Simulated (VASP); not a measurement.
# InSe (C2/m) in VASP: single point with LDA

Aim: the single point of InSe with LDA.

All numbers are computed with VASP 6.6.1; they aren't measurements. Logs are shortened: lines on timing, memory, paths and dates and some standing lists are left out, and cuts for length are marked.

**1. The cell of the first run**

Symmetry: C2/m, No. 12, monoclinic system. The conventional cell has a = 11.682 Å, b = 4.083 Å, c = 4.422 Å, α = 90.00°, β = 110.68°, γ = 90.00°. Within 3.5 Å of In (site symmetry m) lie 5 Se at 2.65 to 3.43 Å and 1 In at 2.75 Å. Within 3.6 Å of Se (site symmetry m) lie 5 In at 2.65 to 3.43 Å and 3 Se at 3.34 to 3.55 Å.

**2. Single point, LDA**

INCAR

```
SYSTEM = InSe
ALGO = Normal ; EDIFF = 1E-6
ENCUT = 500 ; GGA = CA
GGA_COMPAT = .FALSE. ; ISIF = 2
ISMEAR = 0 ; LASPH = .TRUE.
LCHARG = .TRUE. ; LELF = .TRUE.
LREAL = .FALSE. ; LVHAR = .TRUE.
LWAVE = .FALSE. ; NBANDS = 27
NELM = 120 ; PREC = Accurate
SIGMA = 0.02
```

KPOINTS

```
k-points
0
G
  8 8 6
  0 0 0
```

POSCAR

```
InSe
1.0
    5.8399434895     -2.0416604075      0.1086390171
    5.8399434895      2.0416604075      0.1086390171
   -1.6382741522      0.0000000000      4.1070706330
In Se
2 2
Direct
    0.1151275539      0.1151275539      0.9810253477
    0.8848724461      0.8848724461      0.0189746523
    0.3474486900      0.3474486900      0.3672886639
    0.6525513100      0.6525513100      0.6327113361
```

Potentials or basis: VASP PAW LDA potentials, release 64 (In_d, Se).

On the command line:

```
$ cat potpaw_LDA.64/In_d/POTCAR potpaw_LDA.64/Se/POTCAR > POTCAR
$ mpirun -np 1 vasp_std > vasp.out
```

OUTCAR:

```text
SYSTEM = InSe
   EDIFF = 1E-6
   ENCUT = 500
   GGA = CA
   ISIF = 2
   ISMEAR = 0
   LASPH = .TRUE.
   LREAL = .FALSE.
   NELM = 120
   PREC = Accurate

 ion  position               nearest neighbor table
   1  0.115  0.115  0.981-   3 2.65   4 2.68   4 2.68   2 2.75   2 3.71   2 3.71
   2  0.885  0.885  0.019-   4 2.65   3 2.68   3 2.68   1 2.75   1 3.71   1 3.71
   3  0.347  0.347  0.367-   1 2.65   2 2.68   2 2.68
   4  0.653  0.653  0.633-   2 2.65   1 2.68   1 2.68

  LATTYP: Found a base centered monoclinic cell.
 ALAT       =    11.6819077888
 B/A-ratio  =     0.3495422913
 C/A-ratio  =     0.3785136125
 COS(beta)  =    -0.3531627137

  Lattice vectors:

 A1 = (   5.8399434895,  -2.0416604075,   0.1086390171)
 A2 = (   5.8399434895,   2.0416604075,   0.1086390171)
 A3 = (  -1.6382741522,   0.0000000000,   4.1070706330)

Analysis of symmetry for initial positions (statically):
=====================================================================
 Subroutine PRICEL returns:
 Original cell was already a primitive cell.

 Routine SETGRP: Setting up the symmetry group for a
 base centered monoclinic supercell.

 Subroutine GETGRP returns: Found  4 space group operations
 (whereof  4 operations were pure point group operations)
 out of a pool of  4 trial point group operations.

The static configuration has the point symmetry C_2h.

Analysis of symmetry for dynamics (positions and initial velocities):
=====================================================================
 Subroutine PRICEL returns:
 Original cell was already a primitive cell.

 Routine SETGRP: Setting up the symmetry group for a
 base centered monoclinic supercell.

 Subroutine GETGRP returns: Found  4 space group operations
 (whereof  4 operations were pure point group operations)
 out of a pool of  4 trial point group operations.

The dynamic configuration has the point symmetry C_2h.

 Subroutine INISYM returns: Found  4 space group operations
 (whereof  4 operations are pure point group operations),
 and found     1 'primitive' translations

----------------------------------------------------------------------------------------

                                     Primitive cell

  volume of cell :      98.6654

  direct lattice vectors                    reciprocal lattice vectors
     5.839943490 -2.041660408  0.108639017     0.084986626 -0.244898710  0.033900413
     5.839943490  2.041660408  0.108639017     0.084986626  0.244898710  0.033900413
    -1.638274152  0.000000000  4.107070633    -0.004496082  0.000000000  0.241689095

  length of vectors
     6.187497040  6.187497040  4.421761118     0.261433247  0.261433247  0.241730911

  position of ions in fractional coordinates (direct lattice)
     0.115127554  0.115127554  0.981025348
     0.884872446  0.884872446  0.018974652
     0.347448690  0.347448690  0.367288664
     0.652551310  0.652551310  0.632711336

  ion indices of the primitive-cell ions
   primitive index   ion index
                 1           1
                 2           2
                 3           3
                 4           4

----------------------------------------------------------------------------------------

 KPOINTS: k-points

Automatic generation of k-mesh.
 Grid dimensions read from file:
 generate k-points for:    8    8    6

 Generating k-lattice:

  Cartesian coordinates                     Fractional coordinates (reciprocal lattice)
     0.010623328 -0.030612339  0.004237552     0.125000000  0.000000000  0.000000000
     0.010623328  0.030612339  0.004237552     0.000000000  0.125000000  0.000000000
    -0.000749347  0.000000000  0.040281516     0.000000000  0.000000000  0.166666667

  Length of vectors
     0.032679156  0.032679156  0.040288485

  Shift w.r.t. Gamma in fractional coordinates (k-lattice)
     0.000000000  0.000000000  0.000000000

 Subroutine IBZKPT returns following result:
 ===========================================

 Found    114 irreducible k-points:

 Following reciprocal coordinates:
            Coordinates               Weight
  0.000000  0.000000  0.000000      1.000000
  0.125000 -0.000000  0.000000      4.000000
  0.250000 -0.000000  0.000000      4.000000
  0.375000 -0.000000  0.000000      4.000000
  0.500000 -0.000000  0.000000      2.000000
  0.125000  0.125000  0.000000      2.000000
[... 16 lines left out ...]
  0.125000  0.000000  0.166667      4.000000
  0.250000 -0.000000  0.166667      4.000000
 [... further k-points ...]
   k-points           NKPTS =    114   k-points in BZ     NKDIM =    114   number of bands    NBANDS=     27
   number of dos      NEDOS =    301   number of ions     NIONS =      4
   total plane-waves  NPLWV =  73728
   dimension x,y,z NGX =    48 NGY =   48 NGZ =   32
   dimension x,y,z NGXF=    96 NGYF=   96 NGZF=   64
   ions per type =               2   2
   NGX,Y,Z   is equivalent  to a cutoff of  12.90, 12.90, 12.03 a.u.
   NGXF,Y,Z  is equivalent  to a cutoff of  25.79, 25.79, 24.06 a.u.
 SYSTEM =  InSe
   PREC   = accura    normal or accurate (medium, high low for compatibility)
   ISTART =      0    job   : 0-new  1-cont  2-samecut
   ICHARG =      2    charge: 1-file 2-atom 10-const
   ISPIN  =      1    spin polarized calculation?
   LNONCOLLINEAR =      F non collinear calculations
   LSORBIT =      F    spin-orbit coupling
   LASPH  =      T    aspherical Exc in radial PAW
   ENCUT  =  500.0 eV  36.75 Ry    6.06 a.u.  11.28 11.28  8.06*2*pi/ulx,y,z
   NELM   =    120;   NELMIN=  2; NELMDL= -5     # of ELM steps
   EDIFF  = 0.1E-05   stopping-criterion for ELM
   LREAL  =      F    real-space projection
   EDIFFG = 0.1E-04   stopping-criterion for IOM
   NSW    =      0    number of steps for IOM
   IBRION =     -1    ionic relax: 0-MD 1-quasi-New 2-CG
   NFREE  =      0    steps in history (QN), initial steepest desc. (CG)
   ISIF   =      2    stress and relaxation
   ISYM   =      2    0-nonsym 1-usesym 2-fastsym
   POTIM  = 0.5000    time-step for ionic-motion
   TEBEG  =    0.0;   TEEND  =   0.0 temperature during run
   PSTRESS=    0.0 pullay stress
   NELECT =      38.0000    total number of electrons
   NUPDOWN=      -1.0000    fix difference up-down
   EMIN   =  10.00;   EMAX   =-10.00  energy-range for DOS
   EFERMI =   0.00;   METHOD = LEGACY
   ISMEAR =     0;   SIGMA  =   0.02  broadening in eV -4-tet -1-fermi 0-gaus
   EFERMI_NEDOS =   21; number of points for ismear=-14 and -15
   IALGO  =     38    algorithm
   IMIX   =      4    mixing-type and parameters
     AMIX     =   0.40;   BMIX     =  1.00
     AMIX_MAG =   1.60;   BMIX_MAG =  1.00
  volume/ion in A,a.u.               =      24.67       166.46
  Fermi-wavevector in a.u.,A,eV,Ry     =   1.191098  2.250850 19.302797  1.418716
  Thomas-Fermi vector in A             =   2.327168
   LORBIT       =      0    0 simple, 1 ext, 2 COOP (PROOUT), +10 PAW based schemes
   GGA     = CA    functional components
   LHFCALC =     F    Hartree Fock is set to
   AEXX    =    0.0000 exact exchange contribution
   IVDW    =     0    specifies the selected vdW correction
   LEPSILON=     F    determine dielectric tensor
   LRPA    =     F    only Hartree local field effects (RPA)
 non-spin polarized calculation
 Gauss-broadening in eV      SIGMA  =   0.02
  energy-cutoff  :      500.00
  volume of cell :       98.67
 maximum number of plane-waves:      2529
 NGX is ok and might be reduce to    48
   NGX = 23   NGY = 23   NGZ = 17

 number of electron      37.9999994 magnetization

 Free energy of the ion-electron system (eV)
  ---------------------------------------------------
  ext. energy  EPLUGINS =         0.00000000
  ---------------------------------------------------
  free energy    TOTEN  =       -16.65456282 eV

  energy without entropy =      -16.65456282  energy(sigma->0) =      -16.65456282

 E-fermi :   5.5865     XC(G=0): -10.1599

 val. band max:        5.4845207577   @ k =  -0.2500  -0.2500   0.3333
 cond. band min:       5.9867514118   @ k =   0.3750   0.3750   0.0000
 fundamental gap:      0.5022306541
 Fermi energy:         5.5865155178

 k-point     1 :       0.0000    0.0000    0.0000
  band No.  band energies     occupation
      1      -9.3043      2.00000
      2      -9.1992      2.00000
      3      -8.9309      2.00000
      4      -8.9167      2.00000
      5      -8.8784      2.00000
      6      -8.8736      2.00000
[... 19 lines left out ...]
     26      12.5502      0.00000
     27      14.3242      0.00000

 k-point     2 :       0.1250   -0.0000    0.0000
  band No.  band energies     occupation
      1      -9.2994      2.00000
      2      -9.1935      2.00000
      3      -8.9972      2.00000
      4      -8.9046      2.00000
      5      -8.8957      2.00000
      6      -8.8593      2.00000
[... 19 lines left out ...]
     26      12.5767      0.00000
     27      14.0685      0.00000

 k-point     3 :       0.2500   -0.0000    0.0000
  band No.  band energies     occupation
      1      -9.2873      2.00000
      2      -9.1939      2.00000
      3      -9.0659      2.00000
      4      -8.9316      2.00000
      5      -8.8856      2.00000
      6      -8.8681      2.00000
[... 19 lines left out ...]
     26      12.4521      0.00000
     27      13.3586      0.00000

 k-point     4 :       0.3750   -0.0000    0.0000
  band No.  band energies     occupation
      1      -9.2731      2.00000
      2      -9.2253      2.00000
      3      -9.0660      2.00000
      4      -8.9694      2.00000
      5      -8.8861      2.00000
      6      -8.8693      2.00000
[... 19 lines left out ...]
     26      13.0564      0.00000
     27      13.6596      0.00000
[... 516 lines left out ...]
      4      -8.9135      2.00000
      5      -8.8803      2.00000
      6      -8.8783      2.00000
[... 19 lines left out ...]
     26      12.5263      0.00000
     27      13.4096      0.00000

 k-point    23 :       0.1250    0.0000    0.1667
  band No.  band energies     occupation
      1      -9.3065      2.00000
      2      -9.1937      2.00000
      3      -8.9951      2.00000
      4      -8.9013      2.00000
      5      -8.8966      2.00000
      6      -8.8576      2.00000
[... 19 lines left out ...]
     26      12.0298      0.00000
     27      13.9011      0.00000

 k-point    24 :       0.2500   -0.0000    0.1667
  band No.  band energies     occupation
      1      -9.3042      2.00000
      2      -9.2003      2.00000
      3      -9.0594      2.00000
      4      -8.9341      2.00000
      5      -8.8775      2.00000
      6      -8.8755      2.00000
[... 19 lines left out ...]
     26      12.1361      0.00000
     27      13.2326      0.00000

 [... further k-points ...]
[... 5 lines left out ...]
  --------------------------------------------------------------------------------------
  -------------------------------------------------------------------------------------
  Total        0.1403007      0.1101982      0.0913236      0.0000000      0.0000000      0.0101680
  in kB        2.2782708      1.7894525      1.4829573      0.0000000      0.0000000      0.1651123
  external PRESSURE =       1.8502269 kB  Pullay stress =       0.0000000 kB

 VOLUME and BASIS-vectors are now :
 -----------------------------------------------------------------------------
  energy-cutoff  :      500.00
  volume of cell :       98.67
      direct lattice vectors                 reciprocal lattice vectors
     5.839943490 -2.041660408  0.108639017     0.084986626 -0.244898710  0.033900413
     5.839943490  2.041660408  0.108639017     0.084986626  0.244898710  0.033900413
    -1.638274152  0.000000000  4.107070633    -0.004496082  0.000000000  0.241689095

 POSITION                                       TOTAL-FORCE (eV/Angst)
 -----------------------------------------------------------------------------------
     -0.26251      0.00000      4.05416        -0.016858      0.000000      0.005026
     10.30412      0.00000      0.27019         0.016858      0.000000     -0.005026
      3.45644      0.00000      1.58397         0.000365      0.000000      0.021899
      6.58517      0.00000      2.74038        -0.000365      0.000000     -0.021899
 -----------------------------------------------------------------------------------
    total drift:                               -0.000000      0.000000      0.000000

  FREE ENERGIE OF THE ION-ELECTRON SYSTEM (eV)
  ---------------------------------------------------
  free  energy   TOTEN  =       -16.6545628153 eV

  energy  without entropy=      -16.6545628153  energy(sigma->0) =      -16.65456282
```

Wall time 7.8 min (1 thread of Oxide Virtual Turin-like, shared host); peak memory 0.35 GiB.

Results:

| Property | Result |
| --- | --- |
| Free energy | -16.6546 eV |
| Pressure | 0.2 GPa |
| Largest force | 0.022 eV/Å |
| Band gap on the k mesh | 0.50 eV (least direct gap 0.98 eV) |

Forces in eV/Å, atoms in the order of the input:
```
In  -0.017  0.000  0.005
In   0.017  0.000 -0.005
Se   0.000  0.000  0.022
Se   0.000  0.000 -0.022
```

Caveat: spin-orbit coupling is left out, which moves the levels of the heavy elements. A k mesh can miss the band edges.
